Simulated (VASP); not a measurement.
# Al2Au (I4mm) in VASP: single point with PBE

Aim: the single point of Al2Au with PBE.

All numbers are computed with VASP 6.6.1; they aren't measurements. Logs are shortened: lines on timing, memory, paths and dates and some standing lists are left out, and cuts for length are marked.

### 1 The cell of the first run

It takes space group I4mm (No. 107, tetragonal). The conventional cell has a = 4.209 Å, b = 4.209 Å, c = 5.412 Å, α = 90.00°, β = 90.00°, γ = 90.00°. Within 3.2 Å of Al (site symmetry 2mm) lie 4 Au at 2.40 to 2.61 Å and 6 Al at 2.71 to 2.98 Å. Au (site symmetry 4mm) has 8 Al at 2.40 to 2.61 Å within 3.2 Å.

### 2 Single point, PBE (strained and its atoms moved)

INCAR reads:

```
PREC = Accurate ; ENCUT = 520
EDIFF = 1E-6 ; ISMEAR = 0
SIGMA = 0.1 ; LREAL = F
LASPH = T ; NELM = 60
ALGO = Normal ; ISIF = 2
LWAVE = F ; LCHARG = T
GGA = PE ; LELF = T
LVHAR = T ; NBANDS = 16
```

KPOINTS reads:

```
Automatic mesh
0
Gamma
  12 12 12
```

POSCAR reads:

```
Al2Au
1.0
    0.0000000000      2.9759700000      2.7059700000
    2.9759700000      0.0000000000      2.7059700000
    2.9759700000      2.9759700000      0.0000000000
Al Au
2 1
Direct
    0.2382148870      0.2382148870      0.2617851130
    0.7382148870      0.7382148870      0.7617851130
    0.0235702260      0.0235702260     -0.0235702260
```

Potentials or basis: VASP PAW PBE potentials, release 64 (Al, Au).

Started as:

```console
$ cat potpaw_PBE.64/Al/POTCAR potpaw_PBE.64/Au/POTCAR > POTCAR
$ mpirun -np 1 vasp_std > vasp.out
```

OUTCAR:

```text
PREC = Accurate
   ENCUT = 520
   EDIFF = 1E-6
   ISMEAR = 0
   LREAL = F
   LASPH = T
   NELM = 60
   ISIF = 2
   GGA = PE

 ion  position               nearest neighbor table
   1  0.238  0.238  0.262-   3 2.40   3 2.40   3 2.61   3 2.61   2 2.71   2 2.71   2 2.98   2 2.98
                             2 2.98   2 2.98
   2  0.738  0.738  0.762-   3 2.40   3 2.40   3 2.61   3 2.61   1 2.71   1 2.71   1 2.98   1 2.98
                             1 2.98   1 2.98
   3  0.024  0.024  0.976-   2 2.40   2 2.40   1 2.40   1 2.40   2 2.61   1 2.61   1 2.61   2 2.61

  LATTYP: Found a body centered tetragonal cell.
 ALAT       =     4.2086571352
 C/A-ratio  =     1.2859066030

  Lattice vectors:

 A1 = (   0.0000000000,  -2.9759700000,  -2.7059700000)
 A2 = (   0.0000000000,   2.9759700000,  -2.7059700000)
 A3 = (   2.9759700000,   0.0000000000,   2.7059700000)

Analysis of symmetry for initial positions (statically):
=====================================================================
 Subroutine PRICEL returns:
 Original cell was already a primitive cell.

 Routine SETGRP: Setting up the symmetry group for a
 body centered tetragonal supercell.

 Subroutine GETGRP returns: Found  8 space group operations
 (whereof  8 operations were pure point group operations)
 out of a pool of 16 trial point group operations.

The static configuration has the point symmetry C_4v.

Analysis of symmetry for dynamics (positions and initial velocities):
=====================================================================
 Subroutine PRICEL returns:
 Original cell was already a primitive cell.

 Routine SETGRP: Setting up the symmetry group for a
 body centered tetragonal supercell.

 Subroutine GETGRP returns: Found  8 space group operations
 (whereof  8 operations were pure point group operations)
 out of a pool of 16 trial point group operations.

The dynamic configuration has the point symmetry C_4v.

 Subroutine INISYM returns: Found  8 space group operations
 (whereof  8 operations are pure point group operations),
 and found     1 'primitive' translations

----------------------------------------------------------------------------------------

                                     Primitive cell

  volume of cell :      47.9303

  direct lattice vectors                    reciprocal lattice vectors
     0.000000000  2.975970000  2.705970000    -0.168012446  0.168012446  0.184776624
     2.975970000  0.000000000  2.705970000     0.168012446 -0.168012446  0.184776624
     2.975970000  2.975970000  0.000000000     0.168012446  0.168012446 -0.184776624

  length of vectors
     4.022271881  4.022271881  4.208657135     0.300996287  0.300996287  0.300996287

  position of ions in fractional coordinates (direct lattice)
     0.238214887  0.238214887  0.261785113
     0.738214887  0.738214887  0.761785113
     0.023570226  0.023570226  0.976429774

  ion indices of the primitive-cell ions
   primitive index   ion index
                 1           1
                 2           2
                 3           3

----------------------------------------------------------------------------------------

 KPOINTS: Automatic mesh

Automatic generation of k-mesh.
 Grid dimensions read from file:
 generate k-points for:   12   12   12

 Generating k-lattice:

  Cartesian coordinates                     Fractional coordinates (reciprocal lattice)
    -0.014001037  0.014001037  0.015398052     0.083333333  0.000000000  0.000000000
     0.014001037 -0.014001037  0.015398052     0.000000000  0.083333333  0.000000000
     0.014001037  0.014001037 -0.015398052     0.000000000  0.000000000  0.083333333

  Length of vectors
     0.025083024  0.025083024  0.025083024

  Shift w.r.t. Gamma in fractional coordinates (k-lattice)
     0.000000000  0.000000000  0.000000000

 Subroutine IBZKPT returns following result:
 ===========================================

 Found    163 irreducible k-points:

 Following reciprocal coordinates:
            Coordinates               Weight
  0.000000  0.000000  0.000000      1.000000
  0.083333 -0.000000  0.000000      8.000000
  0.166667  0.000000  0.000000      8.000000
  0.250000  0.000000  0.000000      8.000000
  0.333333 -0.000000  0.000000      8.000000
  0.416667 -0.000000  0.000000      8.000000
[... 16 lines left out ...]
  0.500000  0.166667  0.000000      8.000000
 -0.416667  0.166667  0.000000      8.000000
 [... further k-points ...]
   k-points           NKPTS =    163   k-points in BZ     NKDIM =    163   number of bands    NBANDS=     16
   number of dos      NEDOS =    301   number of ions     NIONS =      3
   total plane-waves  NPLWV =  28800
   dimension x,y,z NGX =    30 NGY =   30 NGZ =   32
   dimension x,y,z NGXF=    60 NGYF=   60 NGZF=   64
   ions per type =               2   1
   NGX,Y,Z   is equivalent  to a cutoff of  12.40, 12.40, 12.64 a.u.
   NGXF,Y,Z  is equivalent  to a cutoff of  24.80, 24.80, 25.28 a.u.
 SYSTEM =  unknown system
   PREC   = accura    normal or accurate (medium, high low for compatibility)
   ISTART =      0    job   : 0-new  1-cont  2-samecut
   ICHARG =      2    charge: 1-file 2-atom 10-const
   ISPIN  =      1    spin polarized calculation?
   LNONCOLLINEAR =      F non collinear calculations
   LSORBIT =      F    spin-orbit coupling
   LASPH  =      T    aspherical Exc in radial PAW
   ENCUT  =  520.0 eV  38.22 Ry    6.18 a.u.   7.48  7.48  7.83*2*pi/ulx,y,z
   NELM   =     60;   NELMIN=  2; NELMDL= -5     # of ELM steps
   EDIFF  = 0.1E-05   stopping-criterion for ELM
   LREAL  =      F    real-space projection
   EDIFFG = 0.1E-04   stopping-criterion for IOM
   NSW    =      0    number of steps for IOM
   IBRION =     -1    ionic relax: 0-MD 1-quasi-New 2-CG
   NFREE  =      0    steps in history (QN), initial steepest desc. (CG)
   ISIF   =      2    stress and relaxation
   ISYM   =      2    0-nonsym 1-usesym 2-fastsym
   POTIM  = 0.5000    time-step for ionic-motion
   TEBEG  =    0.0;   TEEND  =   0.0 temperature during run
   PSTRESS=    0.0 pullay stress
   NELECT =      17.0000    total number of electrons
   NUPDOWN=      -1.0000    fix difference up-down
   EMIN   =  10.00;   EMAX   =-10.00  energy-range for DOS
   EFERMI =   0.00;   METHOD = LEGACY
   ISMEAR =     0;   SIGMA  =   0.10  broadening in eV -4-tet -1-fermi 0-gaus
   EFERMI_NEDOS =   21; number of points for ismear=-14 and -15
   IALGO  =     38    algorithm
   IMIX   =      4    mixing-type and parameters
     AMIX     =   0.40;   BMIX     =  1.00
     AMIX_MAG =   1.60;   BMIX_MAG =  1.00
  volume/ion in A,a.u.               =      15.98       107.82
  Fermi-wavevector in a.u.,A,eV,Ry     =   1.158834  2.189878 18.271203  1.342896
  Thomas-Fermi vector in A             =   2.295432
   LORBIT       =      0    0 simple, 1 ext, 2 COOP (PROOUT), +10 PAW based schemes
   GGA     = PE    functional components
   LHFCALC =     F    Hartree Fock is set to
   AEXX    =    0.0000 exact exchange contribution
   IVDW    =     0    specifies the selected vdW correction
   LEPSILON=     F    determine dielectric tensor
   LRPA    =     F    only Hartree local field effects (RPA)
 non-spin polarized calculation
 Gauss-broadening in eV      SIGMA  =   0.10
  energy-cutoff  :      520.00
  volume of cell :       47.93
 maximum number of plane-waves:      1318
 NGX is ok and might be reduce to    30
   NGX = 15   NGY = 15   NGZ = 15

 number of electron      17.0000001 magnetization

 Free energy of the ion-electron system (eV)
  ---------------------------------------------------
  ext. energy  EPLUGINS =         0.00000000
  ---------------------------------------------------
  free energy    TOTEN  =       -11.28861252 eV

  energy without entropy =      -11.28475734  energy(sigma->0) =      -11.28668493

 E-fermi :   9.2693     XC(G=0): -11.0547

 val. band max:        9.2551867812   @ k =  -0.4167   0.0000   0.1667
 cond. band min:       9.3318816071   @ k =  -0.4167   0.0833   0.0000
 fundamental gap:      0.0766948259
 Fermi energy:         9.2692996894

 k-point     1 :       0.0000    0.0000    0.0000
  band No.  band energies     occupation
      1      -2.2166      2.00000
      2       1.8559      2.00000
      3       2.0453      2.00000
      4       2.0453      2.00000
      5       2.8454      2.00000
      6       3.2089      2.00000
[... 8 lines left out ...]
     15      14.6140      0.00000
     16      16.3499      0.00000

 k-point     2 :       0.0833   -0.0000    0.0000
  band No.  band energies     occupation
      1      -2.1163      2.00000
      2       1.8524      2.00000
      3       2.0444      2.00000
      4       2.0701      2.00000
      5       2.8445      2.00000
      6       3.1981      2.00000
[... 8 lines left out ...]
     15      15.0295      0.00000
     16      16.6382      0.00000

 k-point     3 :       0.1667    0.0000    0.0000
  band No.  band energies     occupation
      1      -1.8215      2.00000
      2       1.8110      2.00000
      3       2.0798      2.00000
      4       2.1285      2.00000
      5       2.8570      2.00000
      6       3.1735      2.00000
[... 8 lines left out ...]
     15      15.5804      0.00000
     16      16.4065      0.00000

 k-point     4 :       0.2500    0.0000    0.0000
  band No.  band energies     occupation
      1      -1.3545      2.00000
      2       1.7431      2.00000
      3       2.1598      2.00000
      4       2.1798      2.00000
      5       2.9178      2.00000
      6       3.1541      2.00000
[... 8 lines left out ...]
     15      16.3458      0.00000
     16      16.7221      0.00000
[... 324 lines left out ...]
 k-point    22 :       0.4167    0.1667    0.0000
  band No.  band energies     occupation
      1      -0.1306      2.00000
      2       1.4045      2.00000
      3       2.3597      2.00000
      4       2.4041      2.00000
      5       3.1990      2.00000
      6       3.2038      2.00000
[... 8 lines left out ...]
     15      19.2860      0.00000
     16      20.2831      0.00000

 k-point    23 :       0.5000    0.1667    0.0000
  band No.  band energies     occupation
      1       0.2756      2.00000
      2       1.6185      2.00000
      3       2.3656      2.00000
      4       2.3983      2.00000
      5       3.2113      2.00000
      6       3.4774      2.00000
[... 8 lines left out ...]
     15      18.9249      0.00000
     16      20.2786      0.00000

 k-point    24 :      -0.4167    0.1667    0.0000
  band No.  band energies     occupation
      1       0.2508      2.00000
      2       1.9169      2.00000
      3       2.3747      2.00000
      4       2.3988      2.00000
      5       2.9435      2.00000
      6       3.1105      2.00000
[... 8 lines left out ...]
     15      18.0978      0.00000
     16      18.7534      0.00000

 [... further k-points ...]

------------------------ aborting loop because EDIFF is reached ----------------------------------------

  FORCE on cell =-STRESS in cart. coord.  units (eV):
  Direction    XX          YY          ZZ          XY          YZ          ZX
  --------------------------------------------------------------------------------------
  -------------------------------------------------------------------------------------
  Total        6.7025390      6.7025390      8.1268190      0.0000000      0.0000000      0.0000000
  in kB      224.0473767    224.0473767    271.6571251      0.0000000      0.0000000      0.0000000
  external PRESSURE =     239.9172928 kB  Pullay stress =       0.0000000 kB

 VOLUME and BASIS-vectors are now :
 -----------------------------------------------------------------------------
  energy-cutoff  :      520.00
  volume of cell :       47.93
      direct lattice vectors                 reciprocal lattice vectors
     0.000000000  2.975970000  2.705970000    -0.168012446  0.168012446  0.184776624
     2.975970000  0.000000000  2.705970000     0.168012446 -0.168012446  0.184776624
     2.975970000  2.975970000  0.000000000     0.168012446  0.168012446 -0.184776624

 POSITION                                       TOTAL-FORCE (eV/Angst)
 -----------------------------------------------------------------------------------
      1.48798      1.48798      1.28920         0.000000      0.000000      1.116496
      4.46396      4.46396      3.99517         0.000000      0.000000      1.116496
      2.97597      2.97597      0.12756         0.000000      0.000000     -2.232992
 -----------------------------------------------------------------------------------
    total drift:                               -0.000000     -0.000000     -0.000213

  FREE ENERGIE OF THE ION-ELECTRON SYSTEM (eV)
  ---------------------------------------------------
  free  energy   TOTEN  =       -11.2886125200 eV

  energy  without entropy=      -11.2847573398  energy(sigma->0) =      -11.28668493
```

Wall time 3.1 min (1 thread of Intel Xeon 8259CL, shared host); peak memory 0.27 GiB.

Results:

| Item | Value |
| --- | --- |
| Free energy | -11.2886 eV |
| Pressure | 24.0 GPa |
| Largest force | 2.233 eV/Å |
| Band gap on the k mesh | zero (an odd number of electrons rules out a gap without spin polarisation) |

Forces in eV/Å, atoms in the order of the input:
```
Al   0.000  0.000  1.116
Al   0.000  0.000  1.116
Au   0.000  0.000 -2.233
```

Levels at points of the mesh, in eV from the Fermi level:
```
           k point  band 6  band 7  band 8  band 9  band 10  band 11  band 12  band 13
(0.00, 0.00, 0.00)   -6.06    2.61    2.66    2.66     3.48     4.15     4.80     4.80
(0.50, 0.00, 0.00)   -6.06   -5.75   -0.06    0.57     3.14     3.95     3.99     5.51
(0.50, 0.50, 0.00)   -5.82   -5.04   -2.79   -2.79     1.08     1.68     7.83     9.87
(0.50, 0.00, 0.50)   -6.01   -5.48   -2.53   -1.74     2.34     2.34     7.56     9.58
```

Caveat: the cell differs from its parent crystal (strained and its atoms moved); the cell stands under pressure; spin-orbit coupling is left out, which moves the levels of the heavy elements; forces of over 1 eV/Å act on the atoms, so gaps and moduli don't describe the material at rest.

The gap in the log of VASP goes by the Fermi energy; the results here count the filled bands.